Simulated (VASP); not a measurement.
# BN (P1) in VASP: further runs

BN is run at these levels: PBE; tasks: single point.

Everything below comes from runs of VASP 6.6.1. Logs are shortened: lines on timing, memory, paths and dates and some standing lists are left out, and cuts for length are marked.

## Step 1: The cell of the first run

The typed cell holds 2 atoms: a = 2.420 Å, b = 2.420 Å, c = 2.420 Å, α = 60.00°, β = 60.00°, γ = 60.00°.

## Step 2: Single point, PBE

INCAR

```
PREC = Accurate
ENCUT = 600
EDIFF = 1E-6
ISMEAR = 0
SIGMA = 0.01
LREAL = F
LASPH = T
NELM = 120
ALGO = Normal
ISIF = 2
LWAVE = F
LCHARG = F
GGA = PE
NBANDS = 11
GGA_COMPAT = F
```

KPOINTS

```
Automatic mesh
0
Gamma
  1 1 1
  0.5 0.5 0.5
```

POSCAR

```
BN
1.0
    0.0000000000      1.7109940800      1.7109940800
    1.7109940800      0.0000000000      1.7109940800
    1.7109940800      1.7109940800      0.0000000000
B N
1 1
Direct
    0.0000000000      0.0000000000      0.0000000000
    0.3459115200      0.1937097700      0.2736899800
```

Potentials or basis: VASP PAW PBE potentials, release 64 (B, N).

The run is started by

```console
> cat potpaw_PBE.64/B/POTCAR potpaw_PBE.64/N/POTCAR > POTCAR
> mpirun -np 1 vasp_std > vasp.out
```

OUTCAR:

```text
PREC = Accurate
   ENCUT = 600
   EDIFF = 1E-6
   ISMEAR = 0
   LREAL = F
   LASPH = T
   NELM = 120
   ISIF = 2
   GGA = PE

 ion  position               nearest neighbor table
   1  0.000  0.000  0.000-   2 1.30   2 1.45   2 1.60   2 1.62
   2  0.346  0.194  0.274-   1 1.30   1 1.45   1 1.60   1 1.62

  LATTYP: Found a face centered cubic cell.
 ALAT       =     3.4219881600

  Lattice vectors:

 A1 = (   0.0000000000,   1.7109940800,   1.7109940800)
 A2 = (   1.7109940800,   0.0000000000,   1.7109940800)
 A3 = (   1.7109940800,   1.7109940800,   0.0000000000)

Analysis of symmetry for initial positions (statically):
=====================================================================
 Subroutine PRICEL returns:
 Original cell was already a primitive cell.

 Routine SETGRP: Setting up the symmetry group for a
 face centered cubic supercell.

 Subroutine GETGRP returns: Found  1 space group operations
 (whereof  1 operations were pure point group operations)
 out of a pool of 48 trial point group operations.

The static configuration has the point symmetry C_1 .

Analysis of symmetry for dynamics (positions and initial velocities):
=====================================================================
 Subroutine PRICEL returns:
 Original cell was already a primitive cell.

 Routine SETGRP: Setting up the symmetry group for a
 face centered cubic supercell.

 Subroutine GETGRP returns: Found  1 space group operations
 (whereof  1 operations were pure point group operations)
 out of a pool of 48 trial point group operations.

The dynamic configuration has the point symmetry C_1 .

 Subroutine INISYM returns: Found  1 space group operations
 (whereof  1 operations are pure point group operations),
 and found     1 'primitive' translations

----------------------------------------------------------------------------------------

                                     Primitive cell

  volume of cell :      10.0179

  direct lattice vectors                    reciprocal lattice vectors
     0.000000000  1.710994080  1.710994080    -0.292227779  0.292227779  0.292227779
     1.710994080  0.000000000  1.710994080     0.292227779 -0.292227779  0.292227779
     1.710994080  1.710994080  0.000000000     0.292227779  0.292227779 -0.292227779

  length of vectors
     2.419711033  2.419711033  2.419711033     0.506153361  0.506153361  0.506153361

  position of ions in fractional coordinates (direct lattice)
     0.000000000  0.000000000  0.000000000
     0.345911520  0.193709770  0.273689980

  ion indices of the primitive-cell ions
   primitive index   ion index
                 1           1
                 2           2
[... 62 lines left out ...]
   NELECT =       8.0000    total number of electrons
   NUPDOWN=      -1.0000    fix difference up-down
   EMIN   =  10.00;   EMAX   =-10.00  energy-range for DOS
   EFERMI =   0.00;   METHOD = LEGACY
   ISMEAR =     0;   SIGMA  =   0.01  broadening in eV -4-tet -1-fermi 0-gaus
   EFERMI_NEDOS =   21; number of points for ismear=-14 and -15
   IALGO  =     38    algorithm
   IMIX   =      4    mixing-type and parameters
     AMIX     =   0.40;   BMIX     =  1.00
     AMIX_MAG =   1.60;   BMIX_MAG =  1.00
  volume/ion in A,a.u.               =       5.01        33.80
  Fermi-wavevector in a.u.,A,eV,Ry     =   1.518843  2.870198 31.387078  2.306885
  Thomas-Fermi vector in A             =   2.627909
   LORBIT       =      0    0 simple, 1 ext, 2 COOP (PROOUT), +10 PAW based schemes
   GGA     = PE    functional components
   LHFCALC =     F    Hartree Fock is set to
   AEXX    =    0.0000 exact exchange contribution
   IVDW    =     0    specifies the selected vdW correction
   LEPSILON=     F    determine dielectric tensor
   LRPA    =     F    only Hartree local field effects (RPA)
 non-spin polarized calculation
 Gauss-broadening in eV      SIGMA  =   0.01
  energy-cutoff  :      600.00
  volume of cell :       10.02
 maximum number of plane-waves:       332
 NGX is ok and might be reduce to    20
   NGX =  9   NGY =  9   NGZ =  9

 number of electron       8.0000000 magnetization

 Free energy of the ion-electron system (eV)
  ---------------------------------------------------
  ext. energy  EPLUGINS =         0.00000000
  ---------------------------------------------------
  free energy    TOTEN  =       -13.60410099 eV

  energy without entropy =      -13.60410099  energy(sigma->0) =      -13.60410099

 E-fermi :   9.7927     XC(G=0): -13.5285

 val. band max:        9.6975651820   @ k =   0.0000   0.0000   0.5000
 cond. band min:      17.8081749641   @ k =   0.0000   0.5000   0.0000
 fundamental gap:      8.1106097821
 Fermi energy:         9.7926571453

 k-point     1 :       0.5000    0.5000    0.5000
  band No.  band energies     occupation
      1      -7.1682      2.00000
      2      -2.3035      2.00000
      3       5.7021      2.00000
      4       9.4313      2.00000
      5      17.8834      0.00000
      6      21.7755      0.00000
      7      24.4733      0.00000
      8      25.9382      0.00000
      9      35.6433      0.00000
     10      38.7799      0.00000
     11      40.3432      0.00000
[... 29 lines left out ...]
 k-point     4 :       0.0000    0.5000    0.0000
  band No.  band energies     occupation
      1      -7.1809      2.00000
      2      -2.3243      2.00000
      3       5.6824      2.00000
      4       9.5336      2.00000
      5      17.8082      0.00000
      6      21.7921      0.00000
      7      24.6359      0.00000
      8      26.0126      0.00000
      9      35.5630      0.00000
     10      38.6956      0.00000
     11      40.0723      0.00000

------------------------ aborting loop because EDIFF is reached ----------------------------------------

  FORCE on cell =-STRESS in cart. coord.  units (eV):
  Direction    XX          YY          ZZ          XY          YZ          ZX
  --------------------------------------------------------------------------------------
  -------------------------------------------------------------------------------------
  Total        9.6889719      7.9385091      9.6123984     -1.7571291      1.6661713     -3.6703013
  in kB     1549.5755755   1269.6207460   1537.3290262   -281.0209792    266.4739206   -586.9982172
  external PRESSURE =    1452.1751159 kB  Pullay stress =       0.0000000 kB

 VOLUME and BASIS-vectors are now :
 -----------------------------------------------------------------------------
  energy-cutoff  :      600.00
  volume of cell :       10.02
      direct lattice vectors                 reciprocal lattice vectors
     0.000000000  1.710994080  1.710994080    -0.292227779  0.292227779  0.292227779
     1.710994080  0.000000000  1.710994080     0.292227779 -0.292227779  0.292227779
     1.710994080  1.710994080  0.000000000     0.292227779  0.292227779 -0.292227779

 POSITION                                       TOTAL-FORCE (eV/Angst)
 -----------------------------------------------------------------------------------
      0.00000      0.00000      0.00000        -4.739006      9.569518      4.951272
      0.79972      1.06013      0.92329         4.739006     -9.569518     -4.951272
 -----------------------------------------------------------------------------------
    total drift:                                0.000092     -0.000248     -0.000034

  FREE ENERGIE OF THE ION-ELECTRON SYSTEM (eV)
  ---------------------------------------------------
  free  energy   TOTEN  =       -13.6041009926 eV

  energy  without entropy=      -13.6041009926  energy(sigma->0) =      -13.60410099
```

Run time: 2 s. Hardware: 1 thread of Intel Xeon 6455B, shared host; peak memory 0.11 GiB.

Results:

```
Free energy            : -13.6041 eV
Pressure               : 145.2 GPa
Largest force          : 11.771 eV/Å
Band gap on the k mesh : 8.11 eV, indirect (least direct gap 8.27 eV)
```

Forces on the atoms (eV/Å):
```
B   -4.739  9.570  4.951
N    4.739 -9.570 -4.951
```

Levels at points of the mesh, in eV from the valence-band top:
```
           k point  band 1  band 2  band 3  band 4  band 5  band 6  band 7  band 8  band 9
(0.50, 0.50, 0.50)  -16.87  -12.00   -4.00   -0.27    8.19   12.08   14.78   16.24   25.95
(0.50, 0.00, 0.00)  -17.28  -12.49   -2.33   -0.82   10.71   11.78   14.93   17.54   23.32
(0.00, 0.00, 0.50)  -17.08  -12.29   -3.24    0.00    8.61   10.79   16.26   17.23   24.41
(0.00, 0.50, 0.00)  -16.88  -12.02   -4.02   -0.16    8.11   12.09   14.94   16.31   25.87
```

Caveat: the k points lie up to 3.18 Å⁻¹ apart; forces of over 1 eV/Å act on the atoms, so gaps and moduli don't describe the material at rest. PBE gaps usually lie below the measured ones, often by a third to a half.

## Step 3: Single point, PBE

This run uses another cell than the first one, of 5.33 Å³/atom, 1.064 times its volume.

INCAR

```
PREC = Accurate
ENCUT = 600
EDIFF = 1E-6
ISMEAR = 0
SIGMA = 0.01
LREAL = False
LASPH = True
NELM = 120
ALGO = Normal
ISIF = 2
LWAVE = False
LCHARG = False
GGA = PE
NBANDS = 11
GGA_COMPAT = False
```

KPOINTS

```
regular mesh
0
Gamma
  2 2 2
```

POSCAR

```
BN
1.0
    0.0000000000      1.7466500000      1.7466500000
    1.7466500000      0.0000000000      1.7466500000
    1.7466500000      1.7466500000      0.0000000000
B N
1 1
Direct
    0.0000000000      0.0000000000      0.0000000000
    0.3459115200      0.1937097700      0.2736899800
```

Potentials or basis: VASP PAW PBE potentials, release 64 (B, N).

The run is started by

```console
> cat potpaw_PBE.64/B/POTCAR potpaw_PBE.64/N/POTCAR > POTCAR
> mpirun -np 1 vasp_std > vasp.out
```

OUTCAR:

```text
PREC = Accurate
   ENCUT = 600
   EDIFF = 1E-6
   ISMEAR = 0
   LREAL = False
   LASPH = True
   NELM = 120
   ISIF = 2
   GGA = PE

 ion  position               nearest neighbor table
   1  0.000  0.000  0.000-   2 1.32   2 1.48   2 1.64   2 1.65
   2  0.346  0.194  0.274-   1 1.32   1 1.48   1 1.64   1 1.65

  LATTYP: Found a face centered cubic cell.
 ALAT       =     3.4933000000

  Lattice vectors:

 A1 = (   0.0000000000,   1.7466500000,   1.7466500000)
 A2 = (   1.7466500000,   0.0000000000,   1.7466500000)
 A3 = (   1.7466500000,   1.7466500000,   0.0000000000)

Analysis of symmetry for initial positions (statically):
=====================================================================
 Subroutine PRICEL returns:
 Original cell was already a primitive cell.

 Routine SETGRP: Setting up the symmetry group for a
 face centered cubic supercell.

 Subroutine GETGRP returns: Found  1 space group operations
 (whereof  1 operations were pure point group operations)
 out of a pool of 48 trial point group operations.

The static configuration has the point symmetry C_1 .

Analysis of symmetry for dynamics (positions and initial velocities):
=====================================================================
 Subroutine PRICEL returns:
 Original cell was already a primitive cell.

 Routine SETGRP: Setting up the symmetry group for a
 face centered cubic supercell.

 Subroutine GETGRP returns: Found  1 space group operations
 (whereof  1 operations were pure point group operations)
 out of a pool of 48 trial point group operations.

The dynamic configuration has the point symmetry C_1 .

 Subroutine INISYM returns: Found  1 space group operations
 (whereof  1 operations are pure point group operations),
 and found     1 'primitive' translations

----------------------------------------------------------------------------------------

                                     Primitive cell

[... 100 lines left out ...]
   AEXX    =    0.0000 exact exchange contribution
   IVDW    =     0    specifies the selected vdW correction
   LEPSILON=     F    determine dielectric tensor
   LRPA    =     F    only Hartree local field effects (RPA)
 non-spin polarized calculation
 Gauss-broadening in eV      SIGMA  =   0.01
  energy-cutoff  :      600.00
  volume of cell :       10.66
 maximum number of plane-waves:       344
 NGX is ok and might be reduce to    20
   NGX =  9   NGY =  9   NGZ =  9

 number of electron       8.0000000 magnetization

 Free energy of the ion-electron system (eV)
  ---------------------------------------------------
  ext. energy  EPLUGINS =         0.00000000
  ---------------------------------------------------
  free energy    TOTEN  =       -13.72726273 eV

  energy without entropy =      -13.72726273  energy(sigma->0) =      -13.72726273

 E-fermi :  10.8560     XC(G=0): -13.1829

 val. band max:       10.6888964533   @ k =   0.0000   0.0000   0.0000
 cond. band min:      12.7406520151   @ k =   0.0000   0.5000   0.5000
 fundamental gap:      2.0517555619
 Fermi energy:        10.8560278638

 k-point     1 :       0.0000    0.0000    0.0000
  band No.  band energies     occupation
      1     -12.4272      2.00000
      2       6.5143      2.00000
      3       9.9686      2.00000
      4      10.6889      2.00000
      5      17.3386      0.00000
      6      17.4138      0.00000
      7      20.2951      0.00000
      8      21.7728      0.00000
      9      35.0242      0.00000
     10      36.3438      0.00000
     11      37.8418      0.00000
[... 85 lines left out ...]
 k-point     8 :       0.5000    0.0000    0.5000
  band No.  band energies     occupation
      1      -6.0587      2.00000
      2      -0.6913      2.00000
      3       2.6330      2.00000
      4       4.3621      2.00000
      5      13.4065      0.00000
      6      18.5439      0.00000
      7      27.2523      0.00000
      8      30.0610      0.00000
      9      31.4734      0.00000
     10      40.5629      0.00000
     11      42.4564      0.00000

------------------------ aborting loop because EDIFF is reached ----------------------------------------

  FORCE on cell =-STRESS in cart. coord.  units (eV):
  Direction    XX          YY          ZZ          XY          YZ          ZX
  --------------------------------------------------------------------------------------
  -------------------------------------------------------------------------------------
  Total        7.0467951      6.4919262      7.0150687     -1.2643130      1.3629438     -1.7538451
  in kB     1059.3868160    975.9700641   1054.6171941   -190.0717260    204.8994803   -263.6660222
  external PRESSURE =    1029.9913581 kB  Pullay stress =       0.0000000 kB

 VOLUME and BASIS-vectors are now :
 -----------------------------------------------------------------------------
  energy-cutoff  :      600.00
  volume of cell :       10.66
      direct lattice vectors                 reciprocal lattice vectors
     0.000000000  1.746650000  1.746650000    -0.286262273  0.286262273  0.286262273
     1.746650000  0.000000000  1.746650000     0.286262273 -0.286262273  0.286262273
     1.746650000  1.746650000  0.000000000     0.286262273  0.286262273 -0.286262273

 POSITION                                       TOTAL-FORCE (eV/Angst)
 -----------------------------------------------------------------------------------
      0.00000      0.00000      0.00000        -3.956363      6.889367      4.007893
      0.81638      1.08223      0.94253         3.956363     -6.889367     -4.007893
 -----------------------------------------------------------------------------------
    total drift:                                0.000077     -0.000044      0.000012

  FREE ENERGIE OF THE ION-ELECTRON SYSTEM (eV)
  ---------------------------------------------------
  free  energy   TOTEN  =       -13.7272627301 eV

  energy  without entropy=      -13.7272627301  energy(sigma->0) =      -13.72726273
```

OSZICAR:

```text
N       E                     dE             d eps       ncg     rms          rms(c)
DAV:   1     0.133285175583E+02    0.13329E+02   -0.54766E+03   192   0.796E+02
DAV:   2    -0.154099912505E+02   -0.28739E+02   -0.26968E+02   199   0.185E+02
DAV:   3    -0.158099930280E+02   -0.40000E+00   -0.39953E+00   221   0.185E+01
DAV:   4    -0.158104215437E+02   -0.42852E-03   -0.42851E-03   194   0.625E-01
DAV:   5    -0.158104219518E+02   -0.40819E-06   -0.40820E-06   224   0.200E-02    0.928E+00
DAV:   6    -0.139166854634E+02    0.18937E+01   -0.51196E+00   194   0.150E+01    0.427E+00
DAV:   7    -0.137466903874E+02    0.17000E+00   -0.33448E-01   200   0.473E+00    0.256E+00
DAV:   8    -0.137265839848E+02    0.20106E-01   -0.67758E-02   200   0.209E+00    0.307E-01
DAV:   9    -0.137270427147E+02   -0.45873E-03   -0.22839E-03   191   0.453E-01    0.135E-01
DAV:  10    -0.137272495002E+02   -0.20679E-03   -0.34469E-04   194   0.163E-01    0.263E-02
DAV:  11    -0.137272614213E+02   -0.11921E-04   -0.17690E-05   200   0.392E-02    0.171E-02
DAV:  12    -0.137272624614E+02   -0.10401E-05   -0.18081E-06   194   0.113E-02    0.473E-03
DAV:  13    -0.137272627301E+02   -0.26868E-06   -0.18845E-07   114   0.403E-03
   1 F= -.13727263E+02 E0= -.13727263E+02  d E =-.344552-124
```

stdout:

```text
POSCAR found type information on POSCAR B N
 POSCAR found :  2 types and       2 ions
 scaLAPACK will be used
 LDA part: xc-table for (Slater+PW92), standard interpolation
 POSCAR, INCAR and KPOINTS ok, starting setup
 FFT: planning ... GRIDC
 FFT: planning ... GRID_SOFT
 FFT: planning ... GRID
 WAVECAR not read
 entering main loop
```

Wall time 2.6 s (1 thread of Intel Xeon 6455B, shared host); peak memory 0.12 GiB.

What came out:

```yaml
Free_energy: -13.7273 eV
Pressure: 103.0 GPa
Largest_force: 8.898 eV/Å
Band_gap_on_the_k_mesh: 2.05 eV, indirect (least direct gap 6.65 eV)
```

Forces on the atoms (eV/Å):
```
B   -3.956  6.889  4.008
N    3.956 -6.889 -4.008
```

Stress tensor (GPa, compression positive):
```
105.94 -19.01 -26.37
-19.01  97.60  20.49
-26.37  20.49 105.46
```

Caveat: the k points lie up to 1.56 Å⁻¹ apart; forces of over 1 eV/Å act on the atoms, so gaps and moduli don't describe the material at rest. A k mesh can miss the band edges.

## Step 4: Single point, PBE

This run uses another cell than the first one, of 5.33 Å³/atom, 1.064 times its volume.

INCAR

```
SYSTEM = BN
PREC = Accurate ; ENCUT = 600
EDIFF = 1E-6 ; ISMEAR = 0
SIGMA = 0.01 ; LREAL = .False.
LASPH = .True. ; NELM = 120
ALGO = Normal ; ISIF = 2
LWAVE = .False. ; LCHARG = .False.
GGA = PE ; NBANDS = 11
GGA_COMPAT = .False.
```

KPOINTS

```
Automatic mesh
0
Gamma
  2 2 2
  0 0 0
```

POSCAR is that of step 3.

The run is started by

```console
> cat potpaw_PBE.64/B/POTCAR potpaw_PBE.64/N/POTCAR > POTCAR
> mpirun -np 1 vasp_std > vasp.out
```

It took 2.9 s on 1 thread of Intel Xeon 6455B, shared host; peak memory 0.12 GiB.

Results (log left out):

```
Free energy            : -13.7273 eV
Pressure               : 103.0 GPa
Largest force          : 8.898 eV/Å
Band gap on the k mesh : 2.05 eV, indirect (least direct gap 6.65 eV)
```

Forces on the atoms (eV/Å):
```
B   -3.956  6.889  4.008
N    3.956 -6.889 -4.008
```

Stress tensor (GPa, compression positive):
```
105.94 -19.01 -26.37
-19.01  97.60  20.49
-26.37  20.49 105.46
```

Levels at points of the mesh, in eV from the valence-band top:
```tsv
k point	band 2	band 3	band 4	band 5	band 6	band 7
(0.00, 0.00, 0.00)	-4.17	-0.72	0.00	6.65	6.72	9.61
(0.50, 0.00, 0.00)	-13.75	-4.02	-2.58	8.53	9.22	12.56
(0.00, 0.50, 0.00)	-13.18	-5.63	-1.95	6.01	9.49	12.66
(0.00, 0.00, 0.50)	-13.49	-4.90	-1.79	6.52	8.22	13.95
(0.50, 0.50, 0.50)	-13.16	-5.61	-2.04	6.09	9.47	12.49
(0.50, 0.50, 0.00)	-11.48	-6.81	-6.61	2.09	6.82	18.13
(0.00, 0.50, 0.50)	-11.48	-6.72	-6.66	2.05	6.81	18.12
(0.50, 0.00, 0.50)	-11.38	-8.06	-6.33	2.72	7.86	16.56
```

Caveat: the k points lie up to 1.56 Å⁻¹ apart; forces of over 1 eV/Å act on the atoms, so gaps and moduli don't describe the material at rest.
